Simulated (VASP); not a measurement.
A run of VASP 6.6.1:

File INCAR:

```
SYSTEM = VBrO
PREC = Accurate ; ENCUT = 520
EDIFF = 1E-7 ; ISMEAR = 0
SIGMA = 0.05 ; LREAL = .FALSE.
LASPH = .TRUE. ; NELM = 150
ALGO = Normal ; ISIF = 2
LWAVE = .FALSE. ; LCHARG = .FALSE.
ISPIN = 2 ; MAGMOM = 0.01 1.65 0.01 -0.01 0 0
LORBIT = 11 ; LMAXMIX = 4
LDAU = .TRUE. ; LDAUTYPE = 1
LDAUL = 2 -1 -1 ; LDAUU = 4 0 0
LDAUJ = 0.5 0 0 ; LDAUPRINT = 1
GGA = PS ; NBANDS = 39
```

Contents of KPOINTS:

```
Automatic mesh
0
G
  6 5 3
  0 0 0
```

File POSCAR:

```
VBrO
1.0
    3.3800001300      0.0000000000      0.0000000000
    0.0000000000      3.7750001500      0.0000000000
    0.0000000000      0.0000000000      8.4250003300
V Br O
2 2 2
Direct
    0.5000000000      0.5000000000      0.1040000000
    0.0000000000      0.0000000000      0.8960000000
    0.0000000000      0.5000000000      0.3280000000
    0.5000000000      0.0000000000      0.6720000000
    0.0000000000      0.5000000000      0.9630000000
    0.5000000000      0.0000000000      0.0370000000
```

Potentials or basis: VASP PAW PBE potentials, release 64 (V_sv, Br, O).

The run is started by

```bash
$ cat potpaw_PBE.64/V_sv/POTCAR potpaw_PBE.64/Br/POTCAR potpaw_PBE.64/O/POTCAR > POTCAR
$ mpirun -np 1 vasp_std > vasp.out
```

Hardware: 1 thread of Intel Xeon 8259CL, with other jobs on the host.

**Question.** Estimate the wall time of this run.

**Answer.** Run time: 8.5 min on 1 thread of Intel Xeon 8259CL, on a shared host, peak memory 0.34 GiB. Counts: scf iterations 21, k points 24.
